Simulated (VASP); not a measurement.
# Na5PtSO2 (P4/mmm) in VASP: single point with PBE

Aim: the single point of Na5PtSO2 with PBE.

All numbers are computed with VASP 6.6.1; they aren't measurements. Logs are shortened: lines on timing, memory, paths and dates and some standing lists are left out, and cuts for length are marked.

## Step 1: The cell of the first run

Symmetry: P4/mmm, No. 123, tetragonal system. Conventional cell: a = 4.572 Å, b = 4.572 Å, c = 8.125 Å, α = 90.00°, β = 90.00°, γ = 90.00°. O (site symmetry 4mm) has 1 Pt at 1.78 Å and 5 Na at 2.28 to 2.31 Å within 2.4 Å. Within 3.1 Å of Na (site symmetry 2mm) lie 2 O at 2.31 Å and 2 Na at 3.02 Å and 2 S at 3.02 Å and 2 Pt at 3.10 Å. Within 3.1 Å of Na (site symmetry 4/mmm) lie 2 O at 2.28 Å and 8 Na at 3.02 Å. Within 4.0 Å of S (site symmetry 4/mmm) lie 12 Na at 3.02 to 3.23 Å and 8 O at 3.96 Å. Within 2.4 Å of Pt (site symmetry 4/mmm) lie 2 O at 1.78 Å.

## Step 2: Single point, PBE

The input, POSCAR:

```
Na5PtSO2
1.0
    4.5724350000      0.0000000000      0.0000000000
    0.0000000000      4.5724350000      0.0000000000
    0.0000000000      0.0000000000      8.1245920000
O Na S Pt
2 5 1 1
Direct
    0.0000000000      0.0000000000      0.2191000000
    0.0000000000      0.0000000000      0.7809000000
    0.0000000000      0.5000000000      0.2575000000
    0.5000000000      0.0000000000      0.2575000000
    0.0000000000      0.5000000000      0.7425000000
    0.5000000000      0.0000000000      0.7425000000
    0.0000000000      0.0000000000      0.5000000000
    0.5000000000      0.5000000000      0.5000000000
    0.0000000000      0.0000000000      0.0000000000
```

The input, INCAR.step1:

```
SYSTEM = Na5PtSO2
ALGO     = Normal         ! electronic algorithm
EDIFF    = 1E-7           ! SCF threshold, eV
ENCUT    = 520            ! plane-wave cutoff, eV
GGA      = PE             ! functional
ISIF     = 2              ! what is computed and relaxed
ISMEAR   = 1              ! smearing method
LASPH    = .TRUE.         ! aspherical terms in the spheres
LCHARG   = .TRUE.         ! write CHGCAR
LMAXMIX  = 4              ! l up to which the mixer works
LREAL    = .FALSE.        ! projectors in reciprocal space
LWAVE    = .FALSE.        ! write WAVECAR
NBANDS   = 42             ! bands
NELM     = 80             ! most SCF steps
PREC     = Accurate       ! precision mode
SIGMA    = 0.1544         ! smearing width, eV
```

The input, KPOINTS.step1:

```
k-points
0
G
  7 7 4
  0 0 0
```

The input, INCAR.step2:

```
SYSTEM = Na5PtSO2
ALGO     = Normal         ! electronic algorithm
EDIFF    = 1E-7           ! SCF threshold, eV
ENCUT    = 520            ! plane-wave cutoff, eV
GGA      = PE             ! functional
ICHARG   = 11             ! starting density
ISIF     = 2              ! what is computed and relaxed
ISMEAR   = -5             ! smearing method
LASPH    = .TRUE.         ! aspherical terms in the spheres
LCHARG   = .FALSE.        ! write CHGCAR
LMAXMIX  = 4              ! l up to which the mixer works
LORBIT   = 10             ! projections on sites
LREAL    = .FALSE.        ! projectors in reciprocal space
LWAVE    = .FALSE.        ! write WAVECAR
NBANDS   = 42             ! bands
NEDOS    = 2001           ! points of the DOS
NELM     = 80             ! most SCF steps
PREC     = Accurate       ! precision mode
SIGMA    = 0.1544         ! smearing width, eV
```

The input, KPOINTS.step2:

```
k-points
0
G
  11 11 6
  0 0 0
```

Potentials or basis: VASP PAW PBE potentials, release 64 (O, Na_pv, S, Pt).

On the command line:

```sh
> cat potpaw_PBE.64/O/POTCAR potpaw_PBE.64/Na_pv/POTCAR potpaw_PBE.64/S/POTCAR potpaw_PBE.64/Pt/POTCAR > POTCAR
> cp INCAR.step1 INCAR
> cp KPOINTS.step1 KPOINTS
> mpirun -np 1 vasp_std > vasp.out
> cp INCAR.step2 INCAR
> cp KPOINTS.step2 KPOINTS
> mpirun -np 1 vasp_std > vasp.out
```

OUTCAR:

```text
SYSTEM = Na5PtSO2
   EDIFF = 1E-7
   ENCUT = 520
   GGA = PE
   ICHARG = 11
   ISIF = 2
   ISMEAR = -5
   LASPH = .TRUE.
   LORBIT = 10
   LREAL = .FALSE.
   NELM = 80
   PREC = Accurate

 ion  position               nearest neighbor table
   1  0.000  0.000  0.219-   9 1.78   7 2.28   3 2.31   4 2.31   3 2.31   4 2.31
   2  0.000  0.000  0.781-   9 1.78   7 2.28   5 2.31   6 2.31   5 2.31   6 2.31
   3  0.000  0.500  0.258-   1 2.31   1 2.31   9 3.10   9 3.10
   4  0.500  0.000  0.258-   1 2.31   1 2.31   9 3.10   9 3.10
   5  0.000  0.500  0.742-   2 2.31   2 2.31   9 3.10   9 3.10
   6  0.500  0.000  0.742-   2 2.31   2 2.31   9 3.10   9 3.10
   7  0.000  0.000  0.500-   1 2.28   2 2.28
   8  0.500  0.500  0.500-
   9  0.000  0.000  0.000-   1 1.78   2 1.78   3 3.10   4 3.10   5 3.10   6 3.10   3 3.10   5 3.10
                             4 3.10   6 3.10

  LATTYP: Found a simple tetragonal cell.
 ALAT       =     4.5724350000
 C/A-ratio  =     1.7768633124

  Lattice vectors:

 A1 = (   4.5724350000,   0.0000000000,   0.0000000000)
 A2 = (   0.0000000000,   4.5724350000,   0.0000000000)
 A3 = (   0.0000000000,   0.0000000000,   8.1245920000)

Analysis of symmetry for initial positions (statically):
=====================================================================
 Subroutine PRICEL returns:
 Original cell was already a primitive cell.

 Routine SETGRP: Setting up the symmetry group for a
 simple tetragonal supercell.

 Subroutine GETGRP returns: Found 16 space group operations
 (whereof 16 operations were pure point group operations)
 out of a pool of 16 trial point group operations.

The static configuration has the point symmetry D_4h.

Analysis of symmetry for dynamics (positions and initial velocities):
=====================================================================
 Subroutine PRICEL returns:
 Original cell was already a primitive cell.

 Routine SETGRP: Setting up the symmetry group for a
 simple tetragonal supercell.

 Subroutine GETGRP returns: Found 16 space group operations
 (whereof 16 operations were pure point group operations)
 out of a pool of 16 trial point group operations.

The dynamic configuration has the point symmetry D_4h.

 Subroutine INISYM returns: Found 16 space group operations
 (whereof 16 operations are pure point group operations),
 and found     1 'primitive' translations

----------------------------------------------------------------------------------------

                                     Primitive cell

  volume of cell :     169.8622

  direct lattice vectors                    reciprocal lattice vectors
     4.572435000  0.000000000  0.000000000     0.218701851  0.000000000  0.000000000
     0.000000000  4.572435000  0.000000000     0.000000000  0.218701851  0.000000000
     0.000000000  0.000000000  8.124592000     0.000000000  0.000000000  0.123083104

  length of vectors
     4.572435000  4.572435000  8.124592000     0.218701851  0.218701851  0.123083104

  position of ions in fractional coordinates (direct lattice)
     0.000000000  0.000000000  0.219100000
     0.000000000  0.000000000  0.780900000
     0.000000000  0.500000000  0.257500000
     0.500000000  0.000000000  0.257500000
     0.000000000  0.500000000  0.742500000
     0.500000000  0.000000000  0.742500000
     0.000000000  0.000000000  0.500000000
     0.500000000  0.500000000  0.500000000
     0.000000000  0.000000000  0.000000000

  ion indices of the primitive-cell ions
   primitive index   ion index
                 1           1
                 2           2
                 3           3
                 4           4
                 5           5
                 6           6
                 7           7
                 8           8
                 9           9

----------------------------------------------------------------------------------------

 KPOINTS: k-points

Automatic generation of k-mesh.
 Grid dimensions read from file:
 generate k-points for:   11   11    6

 Generating k-lattice:

  Cartesian coordinates                     Fractional coordinates (reciprocal lattice)
     0.019881986  0.000000000  0.000000000     0.090909091  0.000000000  0.000000000
     0.000000000  0.019881986  0.000000000     0.000000000  0.090909091  0.000000000
     0.000000000  0.000000000  0.020513851     0.000000000  0.000000000  0.166666667

  Length of vectors
     0.019881986  0.019881986  0.020513851

  Shift w.r.t. Gamma in fractional coordinates (k-lattice)
     0.000000000  0.000000000  0.000000000

 TETIRR: Found   1083 inequivalent tetrahedra from     4356

 Subroutine IBZKPT returns following result:
 ===========================================

 Found     84 irreducible k-points:

 Following reciprocal coordinates:
            Coordinates               Weight
  0.000000  0.000000  0.000000      1.000000
  0.090909  0.000000  0.000000      4.000000
  0.181818  0.000000  0.000000      4.000000
  0.272727  0.000000  0.000000      4.000000
  0.363636  0.000000  0.000000      4.000000
  0.454545  0.000000  0.000000      4.000000
[... 16 lines left out ...]
  0.090909  0.000000  0.166667      8.000000
  0.181818  0.000000  0.166667      8.000000
 [... further k-points ...]
   k-points           NKPTS =     84   k-points in BZ     NKDIM =     84   number of bands    NBANDS=     42
   number of dos      NEDOS =   2001   number of ions     NIONS =      9
   total plane-waves  NPLWV =  77760
   dimension x,y,z NGX =    36 NGY =   36 NGZ =   60
   dimension x,y,z NGXF=    72 NGYF=   72 NGZF=  120
   ions per type =               2   5   1   1
   NGX,Y,Z   is equivalent  to a cutoff of  13.09, 13.09, 12.28 a.u.
   NGXF,Y,Z  is equivalent  to a cutoff of  26.18, 26.18, 24.55 a.u.
 SYSTEM =  Na5PtSO2
   PREC   = accura    normal or accurate (medium, high low for compatibility)
   ISTART =      0    job   : 0-new  1-cont  2-samecut
   ICHARG =     11    charge: 1-file 2-atom 10-const
   ISPIN  =      1    spin polarized calculation?
   LNONCOLLINEAR =      F non collinear calculations
   LSORBIT =      F    spin-orbit coupling
   LASPH  =      T    aspherical Exc in radial PAW
   ENCUT  =  520.0 eV  38.22 Ry    6.18 a.u.   8.50  8.50 15.11*2*pi/ulx,y,z
   NELM   =     80;   NELMIN=  2; NELMDL=  0     # of ELM steps
   EDIFF  = 0.1E-06   stopping-criterion for ELM
   LREAL  =      F    real-space projection
   EDIFFG = 0.1E-05   stopping-criterion for IOM
   NSW    =      0    number of steps for IOM
   IBRION =     -1    ionic relax: 0-MD 1-quasi-New 2-CG
   NFREE  =      0    steps in history (QN), initial steepest desc. (CG)
   ISIF   =      2    stress and relaxation
   ISYM   =      2    0-nonsym 1-usesym 2-fastsym
   POTIM  = 0.5000    time-step for ionic-motion
   TEBEG  =    0.0;   TEEND  =   0.0 temperature during run
   PSTRESS=    0.0 pullay stress
   NELECT =      63.0000    total number of electrons
   NUPDOWN=      -1.0000    fix difference up-down
   EMIN   =  10.00;   EMAX   =-10.00  energy-range for DOS
   EFERMI =   0.00;   METHOD = LEGACY
   ISMEAR =    -5;   SIGMA  =   0.15  broadening in eV -4-tet -1-fermi 0-gaus
   EFERMI_NEDOS =   21; number of points for ismear=-14 and -15
   IALGO  =     38    algorithm
   IMIX   =      4    mixing-type and parameters
     AMIX     =   0.40;   BMIX     =  1.00
     AMIX_MAG =   1.60;   BMIX_MAG =  1.00
  volume/ion in A,a.u.               =      18.87       127.37
  Fermi-wavevector in a.u.,A,eV,Ry     =   1.176222  2.222738 18.823650  1.383499
  Thomas-Fermi vector in A             =   2.312590
   LORBIT       =     10    0 simple, 1 ext, 2 COOP (PROOUT), +10 PAW based schemes
   GGA     = PE    functional components
   LHFCALC =     F    Hartree Fock is set to
   AEXX    =    0.0000 exact exchange contribution
   IVDW    =     0    specifies the selected vdW correction
   LEPSILON=     F    determine dielectric tensor
   LRPA    =     F    only Hartree local field effects (RPA)
 non-spin polarized calculation
 Fermi weights with tetrahedron method with Bloechl corrections
  energy-cutoff  :      520.00
  volume of cell :      169.86
 maximum number of plane-waves:      4600
 NGX is ok and might be reduce to    36

 number of electron      62.9999948 magnetization

 Free energy of the ion-electron system (eV)
  ---------------------------------------------------
  ext. energy  EPLUGINS =         0.00000000
  ---------------------------------------------------
  free energy    TOTEN  =       -34.85066304 eV

  energy without entropy =      -34.85066304  energy(sigma->0) =      -34.85066304

 E-fermi :   2.8356     XC(G=0):  -8.4536

 val. band max:        2.8414892212   @ k =   0.3636   0.3636   0.5000
 cond. band min:       2.8352741209   @ k =   0.3636   0.0909   0.1667
 fundamental gap:     -0.0062151003
 Fermi energy:         2.8355971854

 k-point     1 :       0.0000    0.0000    0.0000
  band No.  band energies     occupation
      1     -21.7727      2.00000
      2     -21.7727      2.00000
      3     -21.6988      2.00000
      4     -21.3980      2.00000
      5     -21.3980      2.00000
      6     -21.3964      2.00000
[... 34 lines left out ...]
     41       9.4764      0.00000
     42      10.4121      0.00000
[... 994 lines left out ...]
      2     -21.7724      2.00000
      3     -21.7032      2.00000
      4     -21.3956      2.00000
      5     -21.3951      2.00000
      6     -21.3941      2.00000
[... 34 lines left out ...]
     41       9.4669      0.00000
     42       9.5013      0.00000

 [... further k-points ...]

------------------------ aborting loop because EDIFF is reached ----------------------------------------

  FORCE on cell =-STRESS in cart. coord.  units (eV):
  Direction    XX          YY          ZZ          XY          YZ          ZX
  --------------------------------------------------------------------------------------
  -------------------------------------------------------------------------------------
  Total        1.1548888      1.1548888     21.6843816      0.0000000      0.0000000      0.0000000
  in kB       10.8931655     10.8931655    204.5318665      0.0000000      0.0000000      0.0000000
  external PRESSURE =      75.4393991 kB  Pullay stress =       0.0000000 kB

 VOLUME and BASIS-vectors are now :
 -----------------------------------------------------------------------------
  energy-cutoff  :      520.00
  volume of cell :      169.86
      direct lattice vectors                 reciprocal lattice vectors
     4.572435000  0.000000000  0.000000000     0.218701851  0.000000000  0.000000000
     0.000000000  4.572435000  0.000000000     0.000000000  0.218701851  0.000000000
     0.000000000  0.000000000  8.124592000     0.000000000  0.000000000  0.123083104

 POSITION                                       TOTAL-FORCE (eV/Angst)
 -----------------------------------------------------------------------------------
      0.00000      0.00000      1.78010         0.000000     -0.000000      6.291939
      0.00000      0.00000      6.34449        -0.000000     -0.000000     -6.291939
      0.00000      2.28622      2.09208         0.000000     -0.000000     -0.148800
      2.28622      0.00000      2.09208         0.000000     -0.000000     -0.148800
      0.00000      2.28622      6.03251        -0.000000      0.000000      0.148800
      2.28622      0.00000      6.03251        -0.000000     -0.000000      0.148800
      0.00000      0.00000      4.06230        -0.000000     -0.000000      0.000000
      2.28622      2.28622      4.06230        -0.000000     -0.000000      0.000000
      0.00000      0.00000      0.00000        -0.000000     -0.000000      0.000000
 -----------------------------------------------------------------------------------
    total drift:                                0.000000     -0.000000      0.000000

  FREE ENERGIE OF THE ION-ELECTRON SYSTEM (eV)
  ---------------------------------------------------
  free  energy   TOTEN  =       -34.8506630378 eV

  energy  without entropy=      -34.8506630378  energy(sigma->0) =      -34.85066304

 total charge

# of ion       s       p       d       tot
------------------------------------------
    1        1.558   3.492   0.000   5.050
    2        1.558   3.492   0.000   5.050
    3        0.065   5.992   0.000   6.056
    4        0.065   5.992   0.000   6.056
    5        0.065   5.992   0.000   6.056
    6        0.065   5.992   0.000   6.056
    7        0.059   5.992   0.000   6.052
    8        1.314   2.393   0.000   3.706
    9        0.901   0.677   8.222   9.800
--------------------------------------------------
tot          5.649  40.013   8.222  53.885
```

Wall time 7.8 min (1 thread of Intel Xeon Platinum 8488C (Sapphire Rapids), shared host); peak memory 0.62 GiB.

What came out:

| Quantity | Value |
| --- | --- |
| Valence electrons inside the program's atomic spheres | O 5.05; Na 6.06, 6.05 (each value once); S 3.71; Pt 9.80 |

Levels at points of the mesh, in eV from the Fermi level:
```
           k point  band 27  band 28  band 29  band 30  band 31  band 32  band 33  band 34  band 35  band 36
(0.00, 0.00, 0.00)    -2.60    -2.24    -2.24    -2.18     0.00     0.00     1.14     3.28     3.37     3.77
(0.00, 0.00, 0.50)    -2.60    -2.33    -2.33    -2.18     0.07     0.07     1.21     3.04     3.49     3.77
```

Caveat: spin-orbit coupling is left out, which moves the levels of the heavy elements; an odd number of electrons without spin polarisation forces a metal; a magnetic or distorted state may lie lower; tetrahedron occupations give inexact forces and stress in metals.
